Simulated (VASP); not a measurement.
# ReP (Fm-3m) in VASP: notebook, part 2 of 2

VASP 6.6.1. Earlier steps stand in the parts before.

## (5) Single point, PBE (14.55 Å³/atom)

This run uses another cell than the first one, of 14.55 Å³/atom.

Contents of INCAR:

```
ALGO     = Normal         # electronic algorithm
EDIFF    = 1E-6           # SCF threshold, eV
ENCUT    = 560            # plane-wave cutoff, eV
GGA      = PE             # functional
GGA_COMPAT= False        
ISIF     = 2              # what is computed and relaxed
ISMEAR   = 0              # smearing method
LASPH    = True           # aspherical terms in the spheres
LCHARG   = True           # write CHGCAR
LELF     = True           # ELF
LREAL    = False          # projectors in reciprocal space
LVHAR    = True         
LWAVE    = False          # write WAVECAR
NBANDS   = 17             # bands
NELM     = 120            # most SCF steps
PREC     = Accurate       # precision mode
SIGMA    = 0.05           # smearing width, eV
```

Contents of KPOINTS:

```
k-points
0
Gamma
  12 12 12
```

Contents of POSCAR:

```
ReP
1.0
    0.0000000000      2.4414829388      2.4414829388
    2.4414829388      0.0000000000      2.4414829388
    2.4414829388      2.4414829388      0.0000000000
Re P
1 1
Direct
    0.5000000000      0.5000000000      0.5000000000
    0.0000000000      0.0000000000      0.0000000000
```

Potentials or basis: VASP PAW PBE potentials, release 64 (Re_sv_GW, P).

Launch:

```
$ cat potpaw_PBE.64/Re_sv_GW/POTCAR potpaw_PBE.64/P/POTCAR > POTCAR
$ mpirun -np 1 vasp_std > vasp.out
```

OUTCAR:

```text
EDIFF = 1E-6
   ENCUT = 560
   GGA = PE
   ISIF = 2
   ISMEAR = 0
   LASPH = True
   LREAL = False
   NELM = 120
   PREC = Accurate

 ion  position               nearest neighbor table
   1  0.500  0.500  0.500-   2 2.44   2 2.44   2 2.44   2 2.44   2 2.44   2 2.44
   2  0.000  0.000  0.000-   1 2.44   1 2.44   1 2.44   1 2.44   1 2.44   1 2.44

  LATTYP: Found a face centered cubic cell.
 ALAT       =     4.8829658776

  Lattice vectors:

 A1 = (   0.0000000000,   2.4414829388,   2.4414829388)
 A2 = (   2.4414829388,   0.0000000000,   2.4414829388)
 A3 = (   2.4414829388,   2.4414829388,   0.0000000000)

Analysis of symmetry for initial positions (statically):
=====================================================================
 Subroutine PRICEL returns:
 Original cell was already a primitive cell.

 Routine SETGRP: Setting up the symmetry group for a
 face centered cubic supercell.

 Subroutine GETGRP returns: Found 48 space group operations
 (whereof 48 operations were pure point group operations)
 out of a pool of 48 trial point group operations.

The static configuration has the point symmetry O_h .

Analysis of symmetry for dynamics (positions and initial velocities):
=====================================================================
 Subroutine PRICEL returns:
 Original cell was already a primitive cell.

 Routine SETGRP: Setting up the symmetry group for a
 face centered cubic supercell.

 Subroutine GETGRP returns: Found 48 space group operations
 (whereof 48 operations were pure point group operations)
 out of a pool of 48 trial point group operations.

The dynamic configuration has the point symmetry O_h .

 Subroutine INISYM returns: Found 48 space group operations
 (whereof 48 operations are pure point group operations),
 and found     1 'primitive' translations

----------------------------------------------------------------------------------------

                                     Primitive cell

  volume of cell :      29.1066

  direct lattice vectors                    reciprocal lattice vectors
     0.000000000  2.441482939  2.441482939    -0.204793567  0.204793567  0.204793567
     2.441482939  0.000000000  2.441482939     0.204793567 -0.204793567  0.204793567
     2.441482939  2.441482939  0.000000000     0.204793567  0.204793567 -0.204793567

  length of vectors
     3.452778284  3.452778284  3.452778284     0.354712863  0.354712863  0.354712863

  position of ions in fractional coordinates (direct lattice)
     0.500000000  0.500000000  0.500000000
     0.000000000  0.000000000  0.000000000

  ion indices of the primitive-cell ions
   primitive index   ion index
                 1           1
                 2           2

----------------------------------------------------------------------------------------

 KPOINTS: k-points

Automatic generation of k-mesh.
 Grid dimensions read from file:
 generate k-points for:   12   12   12

 Generating k-lattice:

  Cartesian coordinates                     Fractional coordinates (reciprocal lattice)
    -0.017066131  0.017066131  0.017066131     0.083333333  0.000000000  0.000000000
     0.017066131 -0.017066131  0.017066131     0.000000000  0.083333333  0.000000000
     0.017066131  0.017066131 -0.017066131     0.000000000  0.000000000  0.083333333

  Length of vectors
     0.029559405  0.029559405  0.029559405

  Shift w.r.t. Gamma in fractional coordinates (k-lattice)
     0.000000000  0.000000000  0.000000000

 Subroutine IBZKPT returns following result:
 ===========================================

 Found     72 irreducible k-points:

 Following reciprocal coordinates:
            Coordinates               Weight
  0.000000  0.000000  0.000000      1.000000
  0.083333  0.000000  0.000000      8.000000
  0.166667  0.000000  0.000000      8.000000
  0.250000  0.000000  0.000000      8.000000
  0.333333  0.000000  0.000000      8.000000
  0.416667  0.000000  0.000000      8.000000
[... 16 lines left out ...]
  0.500000  0.166667  0.000000     24.000000
 -0.416667  0.166667  0.000000     24.000000
 [... further k-points ...]
   k-points           NKPTS =     72   k-points in BZ     NKDIM =     72   number of bands    NBANDS=     17
   number of dos      NEDOS =    301   number of ions     NIONS =      2
   total plane-waves  NPLWV =  21952
   dimension x,y,z NGX =    28 NGY =   28 NGZ =   28
   dimension x,y,z NGXF=    56 NGYF=   56 NGZF=   56
   ions per type =               1   1
   NGX,Y,Z   is equivalent  to a cutoff of  13.48, 13.48, 13.48 a.u.
   NGXF,Y,Z  is equivalent  to a cutoff of  26.96, 26.96, 26.96 a.u.
 SYSTEM =  unknown system
   PREC   = accura    normal or accurate (medium, high low for compatibility)
   ISTART =      0    job   : 0-new  1-cont  2-samecut
   ICHARG =      2    charge: 1-file 2-atom 10-const
   ISPIN  =      1    spin polarized calculation?
   LNONCOLLINEAR =      F non collinear calculations
   LSORBIT =      F    spin-orbit coupling
   LASPH  =      T    aspherical Exc in radial PAW
   ENCUT  =  560.0 eV  41.16 Ry    6.42 a.u.   6.66  6.66  6.66*2*pi/ulx,y,z
   NELM   =    120;   NELMIN=  2; NELMDL= -5     # of ELM steps
   EDIFF  = 0.1E-05   stopping-criterion for ELM
   LREAL  =      F    real-space projection
   EDIFFG = 0.1E-04   stopping-criterion for IOM
   NSW    =      0    number of steps for IOM
   IBRION =     -1    ionic relax: 0-MD 1-quasi-New 2-CG
   NFREE  =      0    steps in history (QN), initial steepest desc. (CG)
   ISIF   =      2    stress and relaxation
   ISYM   =      2    0-nonsym 1-usesym 2-fastsym
   POTIM  = 0.5000    time-step for ionic-motion
   TEBEG  =    0.0;   TEEND  =   0.0 temperature during run
   PSTRESS=    0.0 pullay stress
   NELECT =      20.0000    total number of electrons
   NUPDOWN=      -1.0000    fix difference up-down
   EMIN   =  10.00;   EMAX   =-10.00  energy-range for DOS
   EFERMI =   0.00;   METHOD = LEGACY
   ISMEAR =     0;   SIGMA  =   0.05  broadening in eV -4-tet -1-fermi 0-gaus
   EFERMI_NEDOS =   21; number of points for ismear=-14 and -15
   IALGO  =     38    algorithm
   IMIX   =      4    mixing-type and parameters
     AMIX     =   0.40;   BMIX     =  1.00
     AMIX_MAG =   1.60;   BMIX_MAG =  1.00
  volume/ion in A,a.u.               =      14.55        98.21
  Fermi-wavevector in a.u.,A,eV,Ry     =   1.444623  2.729941 28.394476  2.086935
  Thomas-Fermi vector in A             =   2.562897
   LORBIT       =      0    0 simple, 1 ext, 2 COOP (PROOUT), +10 PAW based schemes
   GGA     = PE    functional components
   LHFCALC =     F    Hartree Fock is set to
   AEXX    =    0.0000 exact exchange contribution
   IVDW    =     0    specifies the selected vdW correction
   LEPSILON=     F    determine dielectric tensor
   LRPA    =     F    only Hartree local field effects (RPA)
 non-spin polarized calculation
 Gauss-broadening in eV      SIGMA  =   0.05
  energy-cutoff  :      560.00
  volume of cell :       29.11
 maximum number of plane-waves:       899
   NGX = 13   NGY = 13   NGZ = 13

 number of electron      19.9999999 magnetization

 Free energy of the ion-electron system (eV)
  ---------------------------------------------------
  ext. energy  EPLUGINS =         0.00000000
  ---------------------------------------------------
  free energy    TOTEN  =       -18.19308363 eV

  energy without entropy =      -18.19021808  energy(sigma->0) =      -18.19165085

 E-fermi :  11.9090     XC(G=0): -12.7613

 val. band max:       11.8989511715   @ k =   0.5000   0.2500   0.0000
 cond. band min:      11.9153939872   @ k =   0.0833   0.0833   0.0000
 fundamental gap:      0.0164428157
 Fermi energy:        11.9090199883

 k-point     1 :       0.0000    0.0000    0.0000
  band No.  band energies     occupation
      1     -68.3803      2.00000
      2     -30.2456      2.00000
      3     -30.2456      2.00000
      4     -30.2456      2.00000
      5      -2.8584      2.00000
      6       8.9827      2.00000
[... 9 lines left out ...]
     16      25.5342      0.00000
     17      25.5342      0.00000
[... 441 lines left out ...]
 k-point    24 :      -0.4167    0.1667    0.0000
  band No.  band energies     occupation
      1     -68.3746      2.00000
      2     -30.3681      2.00000
      3     -30.2869      2.00000
      4     -30.2683      2.00000
      5       0.4595      2.00000
      6       3.6892      2.00000
[... 9 lines left out ...]
     16      21.1652      0.00000
     17      22.8035      0.00000

 [... further k-points ...]

------------------------ aborting loop because EDIFF is reached ----------------------------------------

  FORCE on cell =-STRESS in cart. coord.  units (eV):
  Direction    XX          YY          ZZ          XY          YZ          ZX
  --------------------------------------------------------------------------------------
  -------------------------------------------------------------------------------------
  Total        0.6792181      0.6792181      0.6792181     -0.0000000     -0.0000000      0.0000000
  in kB       37.3876996     37.3876996     37.3876996     -0.0000000     -0.0000000      0.0000000
  external PRESSURE =      37.3876996 kB  Pullay stress =       0.0000000 kB

 VOLUME and BASIS-vectors are now :
 -----------------------------------------------------------------------------
  energy-cutoff  :      560.00
  volume of cell :       29.11
      direct lattice vectors                 reciprocal lattice vectors
     0.000000000  2.441482939  2.441482939    -0.204793567  0.204793567  0.204793567
     2.441482939  0.000000000  2.441482939     0.204793567 -0.204793567  0.204793567
     2.441482939  2.441482939  0.000000000     0.204793567  0.204793567 -0.204793567

 POSITION                                       TOTAL-FORCE (eV/Angst)
 -----------------------------------------------------------------------------------
      2.44148      2.44148      2.44148        -0.000000      0.000000     -0.000000
      0.00000      0.00000      0.00000         0.000000     -0.000000      0.000000
 -----------------------------------------------------------------------------------
    total drift:                                0.000000      0.000000      0.000000

  FREE ENERGIE OF THE ION-ELECTRON SYSTEM (eV)
  ---------------------------------------------------
  free  energy   TOTEN  =       -18.1930836252 eV

  energy  without entropy=      -18.1902180784  energy(sigma->0) =      -18.19165085
```

Wall time 26 s (1 thread of AMD EPYC 9R45 (Zen 5), shared host); peak memory 0.16 GiB.

What came out:

| Property | Result |
| --- | --- |
| Free energy | -18.1931 eV |
| Pressure | 3.7 GPa |
| Band gap on the k mesh | zero (bands 10 and 11 overlap by 0.83 eV) |

Levels at points of the mesh, in eV from the Fermi level:
| k point | band 6 | band 7 | band 8 | band 9 | band 10 | band 11 | band 12 | band 13 | band 14 | band 15 |
| --- | --- | --- | --- | --- | --- | --- | --- | --- | --- | --- |
| (0.00, 0.00, 0.00) | -2.93 | -2.93 | -2.93 | -2.49 | -2.49 | -0.33 | -0.33 | -0.33 | 6.30 | 8.75 |
| (0.50, 0.00, 0.00) | -8.82 | -5.69 | -5.69 | -0.22 | -0.22 | 0.63 | 3.25 | 6.21 | 6.21 | 7.49 |
| (0.50, 0.50, 0.00) | -5.98 | -4.92 | -2.55 | -2.55 | -1.34 | 0.53 | 0.55 | 0.55 | 4.64 | 11.67 |

Caveat: the cell stands under pressure; spin-orbit coupling is left out, which moves the levels of the heavy elements.

## (6) The runs side by side

| level | potentials or basis | cell | gap on the mesh (eV) | pressure (GPa) |
| --- | --- | --- | --- | --- |
| LDA | VASP PAW LDA potentials, release 64 (Re_sv_GW, P) | a = 3.476 Å, angles 60.0°, 2 atoms | none | -10.2 |
| PBE | VASP PAW PBE potentials, release 64 (Re_sv_GW, P) | a = 3.429 Å, angles 60.0°, 2 atoms | none | 8.8 |
| PBEsol | VASP PAW PBE potentials, release 64 (Re_sv_GW, P) | a = 3.476 Å, angles 60.0°, 2 atoms | none | -7.0 |
| PBE | VASP PAW PBE potentials, release 64 (Re_sv_GW, P) | a = 3.453 Å, angles 60.0°, 2 atoms | none | 3.7 |

Alike in all rows: task single point; no spin polarisation; k mesh 12 × 12 × 12; cutoff (eV) 560; smearing gaussian 0.05 eV.

Caveats: spin-orbit coupling is left out, which moves the levels of the heavy elements; the cell stands under tension (at least some runs); the cell stands under pressure (at least some runs); the PAW data sets were made with another functional, which shifts forces and pressure a little (at least some runs).

Total energies depend on the potentials used, so only differences within one code and one set of settings carry meaning.

The gap in the log of VASP goes by the Fermi energy; the results here count the filled bands.